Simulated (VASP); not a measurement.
# Ti3CuBr (P4/mmm) in VASP: relaxation of cell and atoms with PBE

Aim: the relaxation of cell and atoms of Ti3CuBr with PBE.

All numbers are computed with VASP 6.6.1; they aren't measurements. Logs are shortened: lines on timing, memory, paths and dates and some standing lists are left out, and cuts for length are marked.

## (1) The cell of the first run

Symmetry: P4/mmm, No. 123, tetragonal system. The conventional cell has a = 4.707 Å, b = 4.707 Å, c = 4.806 Å, α = 90.00°, β = 90.00°, γ = 90.00°. Within 3.1 Å of Ti (site symmetry mmm) lie 2 Cu at 2.35 Å and 2 Br at 2.35 Å. Within 3.2 Å of Ti (site symmetry 4/mmm) lie 2 Cu at 2.40 Å. Cu (site symmetry 4/mmm) has 6 Ti at 2.35 to 2.40 Å within 3.1 Å. Br (site symmetry 4/mmm) has 4 Ti at 2.35 Å within 3.1 Å.

The cell was generated, and may not be a known phase.

## (2) Relaxation of cell and atoms, PBE, collinear spin

The input, INCAR:

```
SYSTEM = Ti3CuBr
ALGO = Normal
EDIFF = 1E-7
EDIFFG = -0.04
ENCUT = 600
GGA = PE
IBRION = 2
ISIF = 3
ISMEAR = 0
ISPIN = 2
LASPH = .True.
LCHARG = .False.
LMAXMIX = 4
LORBIT = 11
LREAL = .False.
LWAVE = .False.
MAGMOM = 1 1 1 1 0
NELM = 150
NSW = 90
PREC = Accurate
SIGMA = 0.1
```

The input, KPOINTS:

```
k-points
0
Gamma
  4 4 4
  0 0 0
```

The input, POSCAR:

```
Ti3CuBr
1.0
    4.7074355100      0.0000000000      0.0000000000
    0.0000000000      4.7074355100      0.0000000000
    0.0000000000      0.0000000000      4.8056053900
Ti Cu Br
3 1 1
Direct
    0.0000000000      0.5000000000      0.5000000000
    0.5000000000      0.0000000000      0.5000000000
    0.0000000000      0.0000000000      0.0000000000
    0.0000000000      0.0000000000      0.5000000000
    0.5000000000      0.5000000000      0.5000000000
```

Potentials or basis: VASP PAW PBE potentials, release 64 (Ti_sv, Cu, Br).

The run is started by

```
> cat potpaw_PBE.64/Ti_sv/POTCAR potpaw_PBE.64/Cu/POTCAR potpaw_PBE.64/Br/POTCAR > POTCAR
> mpirun -np 1 vasp_std > vasp.out
```

OUTCAR:

```text
SYSTEM = Ti3CuBr
   EDIFF = 1E-7
   EDIFFG = -0.04
   ENCUT = 600
   GGA = PE
   IBRION = 2
   ISIF = 3
   ISMEAR = 0
   ISPIN = 2
   LASPH = .True.
   LORBIT = 11
   LREAL = .False.
   NELM = 150
   NSW = 90
   PREC = Accurate

 ion  position               nearest neighbor table
   1  0.000  0.500  0.500-   4 2.35   5 2.35   4 2.35   5 2.35
   2  0.500  0.000  0.500-   4 2.35   5 2.35   5 2.35   4 2.35
   3  0.000  0.000  0.000-   4 2.40   4 2.40
   4  0.000  0.000  0.500-   1 2.35   2 2.35   1 2.35   2 2.35   3 2.40   3 2.40
   5  0.500  0.500  0.500-   1 2.35   2 2.35   2 2.35   1 2.35

  LATTYP: Found a simple tetragonal cell.
 ALAT       =     4.7074355100
 C/A-ratio  =     1.0208542167

  Lattice vectors:

 A1 = (   4.7074355100,   0.0000000000,   0.0000000000)
 A2 = (   0.0000000000,   4.7074355100,   0.0000000000)
 A3 = (   0.0000000000,   0.0000000000,   4.8056053900)

Analysis of symmetry for initial positions (statically):
=====================================================================
 Subroutine PRICEL returns:
 Original cell was already a primitive cell.

 Routine SETGRP: Setting up the symmetry group for a
 simple tetragonal supercell.

 Subroutine GETGRP returns: Found 16 space group operations
 (whereof 16 operations were pure point group operations)
 out of a pool of 16 trial point group operations.

The static configuration has the point symmetry D_4h.

Analysis of symmetry for dynamics (positions and initial velocities):
=====================================================================
 Subroutine PRICEL returns:
 Original cell was already a primitive cell.

 Routine SETGRP: Setting up the symmetry group for a
 simple tetragonal supercell.

 Subroutine GETGRP returns: Found 16 space group operations
 (whereof 16 operations were pure point group operations)
 out of a pool of 16 trial point group operations.

The dynamic configuration has the point symmetry D_4h.

Analysis of structural, dynamic, and magnetic symmetry:
=====================================================================
 Subroutine PRICEL returns:
 Original cell was already a primitive cell.

 Routine SETGRP: Setting up the symmetry group for a
 simple tetragonal supercell.

 Subroutine GETGRP returns: Found 16 space group operations
 (whereof 16 operations were pure point group operations)
 out of a pool of 16 trial point group operations.

The overall configuration has the point symmetry D_4h.

 Subroutine INISYM returns: Found 16 space group operations
 (whereof 16 operations are pure point group operations),
 and found     1 'primitive' translations

----------------------------------------------------------------------------------------

                                     Primitive cell

  volume of cell :     106.4920

  direct lattice vectors                    reciprocal lattice vectors
     4.707435510  0.000000000  0.000000000     0.212429888  0.000000000  0.000000000
     0.000000000  4.707435510  0.000000000     0.000000000  0.212429888  0.000000000
     0.000000000  0.000000000  4.805605390     0.000000000  0.000000000  0.208090328

  length of vectors
     4.707435510  4.707435510  4.805605390     0.212429888  0.212429888  0.208090328

  position of ions in fractional coordinates (direct lattice)
     0.000000000  0.500000000  0.500000000
     0.500000000  0.000000000  0.500000000
     0.000000000  0.000000000  0.000000000
     0.000000000  0.000000000  0.500000000
     0.500000000  0.500000000  0.500000000

  ion indices of the primitive-cell ions
   primitive index   ion index
                 1           1
                 2           2
                 3           3
                 4           4
                 5           5

----------------------------------------------------------------------------------------

 KPOINTS: k-points

Automatic generation of k-mesh.
 Grid dimensions read from file:
 generate k-points for:    4    4    4

 Generating k-lattice:

  Cartesian coordinates                     Fractional coordinates (reciprocal lattice)
     0.053107472  0.000000000  0.000000000     0.250000000  0.000000000  0.000000000
     0.000000000  0.053107472  0.000000000     0.000000000  0.250000000  0.000000000
     0.000000000  0.000000000  0.052022582     0.000000000  0.000000000  0.250000000

  Length of vectors
     0.053107472  0.053107472  0.052022582

  Shift w.r.t. Gamma in fractional coordinates (k-lattice)
     0.000000000  0.000000000  0.000000000

 Subroutine IBZKPT returns following result:
 ===========================================

 Found     18 irreducible k-points:

 Following reciprocal coordinates:
            Coordinates               Weight
  0.000000  0.000000  0.000000      1.000000
  0.250000  0.000000  0.000000      4.000000
  0.500000  0.000000  0.000000      2.000000
  0.250000  0.250000  0.000000      4.000000
  0.500000  0.250000  0.000000      4.000000
  0.500000  0.500000  0.000000      1.000000
[... 10 lines left out ...]
  0.500000  0.250000  0.500000      4.000000
  0.500000  0.500000  0.500000      1.000000
   k-points           NKPTS =     18   k-points in BZ     NKDIM =     18   number of bands    NBANDS=     34
   number of dos      NEDOS =    301   number of ions     NIONS =      5
   total plane-waves  NPLWV =  64000
   dimension x,y,z NGX =    40 NGY =   40 NGZ =   40
   dimension x,y,z NGXF=    80 NGYF=   80 NGZF=   80
   ions per type =               3   1   1
   NGX,Y,Z   is equivalent  to a cutoff of  14.13, 14.13, 13.84 a.u.
   NGXF,Y,Z  is equivalent  to a cutoff of  28.25, 28.25, 27.68 a.u.
 SYSTEM =  Ti3CuBr
   PREC   = accura    normal or accurate (medium, high low for compatibility)
   ISTART =      0    job   : 0-new  1-cont  2-samecut
   ICHARG =      2    charge: 1-file 2-atom 10-const
   ISPIN  =      2    spin polarized calculation?
   LNONCOLLINEAR =      F non collinear calculations
   LSORBIT =      F    spin-orbit coupling
   LASPH  =      T    aspherical Exc in radial PAW
   ENCUT  =  600.0 eV  44.10 Ry    6.64 a.u.   9.40  9.40  9.60*2*pi/ulx,y,z
   NELM   =    150;   NELMIN=  2; NELMDL= -5     # of ELM steps
   EDIFF  = 0.1E-06   stopping-criterion for ELM
   LREAL  =      F    real-space projection
   EDIFFG = -.4E-01   stopping-criterion for IOM
   NSW    =     90    number of steps for IOM
   IBRION =      2    ionic relax: 0-MD 1-quasi-New 2-CG
   NFREE  =      1    steps in history (QN), initial steepest desc. (CG)
   ISIF   =      3    stress and relaxation
   ISYM   =      2    0-nonsym 1-usesym 2-fastsym
   POTIM  = 0.5000    time-step for ionic-motion
   TEBEG  =    0.0;   TEEND  =   0.0 temperature during run
   PSTRESS=    0.0 pullay stress
   NELECT =      54.0000    total number of electrons
   NUPDOWN=      -1.0000    fix difference up-down
   EMIN   =  10.00;   EMAX   =-10.00  energy-range for DOS
   EFERMI =   0.00;   METHOD = LEGACY
   ISMEAR =     0;   SIGMA  =   0.10  broadening in eV -4-tet -1-fermi 0-gaus
   EFERMI_NEDOS =   21; number of points for ismear=-14 and -15
   IALGO  =     38    algorithm
   IMIX   =      4    mixing-type and parameters
     AMIX     =   0.40;   BMIX     =  1.00
     AMIX_MAG =   1.60;   BMIX_MAG =  1.00
  volume/ion in A,a.u.               =      21.30       143.73
  Fermi-wavevector in a.u.,A,eV,Ry     =   1.305471  2.466982 23.187780  1.704254
  Thomas-Fermi vector in A             =   2.436338
   LORBIT       =     11    0 simple, 1 ext, 2 COOP (PROOUT), +10 PAW based schemes
   GGA     = PE    functional components
   LHFCALC =     F    Hartree Fock is set to
   AEXX    =    0.0000 exact exchange contribution
   IVDW    =     0    specifies the selected vdW correction
   LEPSILON=     F    determine dielectric tensor
   LRPA    =     F    only Hartree local field effects (RPA)
 conjugate gradient relaxation of ions
 spin polarized calculation
 Gauss-broadening in eV      SIGMA  =   0.10
  energy-cutoff  :      600.00
  volume of cell :      106.49
 maximum number of plane-waves:      3575
 NGX is ok and might be reduce to    40
   NGX = 19   NGY = 19   NGZ = 19

--------------------------------------- Ionic step        1  -------------------------------------------

 number of electron      53.9999987 magnetization       0.0002821

 Free energy of the ion-electron system (eV)
  ---------------------------------------------------
  ext. energy  EPLUGINS =         0.00000000
  ---------------------------------------------------
  free energy    TOTEN  =       -25.46227054 eV

  energy without entropy =      -25.42903621  energy(sigma->0) =      -25.44565337

------------------------ aborting loop because EDIFF is reached ----------------------------------------

  FORCE on cell =-STRESS in cart. coord.  units (eV):
  Direction    XX          YY          ZZ          XY          YZ          ZX
  --------------------------------------------------------------------------------------
  -------------------------------------------------------------------------------------
  Total        9.7344506      9.7344506     -2.0242746      0.0000000     -0.0000000      0.0000000
  in kB      146.4553244    146.4553244    -30.4553179      0.0000000     -0.0000000      0.0000000
  external PRESSURE =      87.4851103 kB  Pullay stress =       0.0000000 kB
[... 26 lines left out ...]
--------------------------------------- Ionic step        2  -------------------------------------------

 number of electron      53.9999987 magnetization      -0.0074659

 number of electron      53.9999989 magnetization       0.0133049

 E-fermi :   4.5167     XC(G=0):  -9.3138

 val. band max:        4.5119103240   @ k =   0.5000   0.2500   0.2500
 cond. band min:       4.5188570133   @ k =   0.0000   0.0000   0.5000
 fundamental gap:      0.0069466893
 Fermi energy:         4.5167083674

 spin component 1

 k-point     1 :       0.0000    0.0000    0.0000
  band No.  band energies     occupation
      1     -53.1036      1.00000
      2     -53.0783      1.00000
      3     -53.0745      1.00000
      4     -29.5150      1.00000
      5     -29.5150      1.00000
      6     -29.3827      1.00000
[... 1438 lines left out ...]
  energy  without entropy=      -25.9671626538  energy(sigma->0) =      -25.98381783

--------------------------------------- Ionic step        5  -------------------------------------------

 number of electron      53.9999999 magnetization       0.0189905

 Free energy of the ion-electron system (eV)
  ---------------------------------------------------
  ext. energy  EPLUGINS =         0.00000000
  ---------------------------------------------------
  free energy    TOTEN  =       -26.00149338 eV

  energy without entropy =      -25.96834526  energy(sigma->0) =      -25.98491932

 E-fermi :   5.1756     XC(G=0):  -9.6755

 val. band max:        5.1743161806   @ k =   0.0000   0.0000   0.5000
 cond. band min:       5.1783039491   @ k =   0.0000   0.0000   0.5000
 fundamental gap:      0.0039877684
 Fermi energy:         5.1756411920

 spin component 1

 k-point     1 :       0.0000    0.0000    0.0000
  band No.  band energies     occupation
      1     -52.3669      1.00000
      2     -52.2533      1.00000
      3     -52.2454      1.00000
      4     -28.7075      1.00000
      5     -28.7075      1.00000
      6     -28.6497      1.00000
[... 1356 lines left out ...]
  FREE ENERGIE OF THE ION-ELECTRON SYSTEM (eV)
  ---------------------------------------------------
  free  energy   TOTEN  =       -26.0014933791 eV

  energy  without entropy=      -25.9683452557  energy(sigma->0) =      -25.98491932

 reached required accuracy - stopping structural energy minimisation

 total charge

# of ion       s       p       d       tot
------------------------------------------
    1        2.167   6.082   1.933  10.182
    2        2.167   6.082   1.933  10.182
    3        2.212   6.067   1.830  10.110
    4        0.671   0.536   9.061  10.267
    5        1.609   3.264   0.087   4.960
--------------------------------------------------
tot          8.826  22.031  14.845  45.702

 magnetization (x)

# of ion       s       p       d       tot
------------------------------------------
    1        0.000   0.000   0.007   0.007
    2        0.000   0.000   0.007   0.007
    3       -0.000   0.000  -0.001  -0.001
    4       -0.000   0.000  -0.000  -0.000
    5       -0.000  -0.000   0.000  -0.000
--------------------------------------------------
tot         -0.000   0.000   0.013   0.013
```

It took 29 min on 1 thread of Intel Xeon 8259CL, shared host; peak memory 0.38 GiB.

Results:

```yaml
Free_energy: -26.0015 eV
Relaxed_volume: 22.95 Å³/atom
Relaxed_cell: a = 4.975 Å, b = 4.975 Å, c = 4.638 Å, α = 90.00°, β = 90.00°, γ = 90.00°
Space_group_after_relaxing_to_0.1_Å: P4/mmm (No. 123)
Energy_gained_by_relaxing: 107.8 meV/atom
Ionic_steps: 5
Pressure_after_relaxing: 0.0 GPa
Band_gap_on_the_k_mesh: zero (filled and empty bands overlap)
Net_moment: 0.02 μB per cell
Valence_electrons_inside_the_program's_atomic_spheres: Ti 10.18, 10.11 (each value once); Cu 10.27; Br 4.96
```

The path:
| step | energy change (eV) | largest force (eV/Å) | pressure (GPa) | volume (Å³) |
| --- | --- | --- | --- | --- |
| 1 | 0.0000 | 0.0000 | 8.75 | 106.49 |
| 2 | -0.3493 | 0.0000 | -4.95 | 124.95 |
| 3 | -0.5138 | 0.0000 | -1.17 | 117.50 |
| 4 | -0.5382 | 0.0000 | -0.27 | 115.28 |
| 5 | -0.5392 | 0.0000 | -0.04 | 114.76 |

Final structure:
```yaml
crystal:
  lattice:
    - [4.97450, 0.00000, 0.00000]
    - [0.00000, 4.97450, 0.00000]
    - [0.00000, 0.00000, 4.63778]
  atoms:
    - { symbol: Ti, position: [0.00000, 0.50000, 0.50000] }
    - { symbol: Ti, position: [0.50000, 0.00000, 0.50000] }
    - { symbol: Ti, position: [0.00000, 0.00000, 0.00000] }
    - { symbol: Cu, position: [0.00000, 0.00000, 0.50000] }
    - { symbol: Br, position: [0.50000, 0.50000, 0.50000] }
```
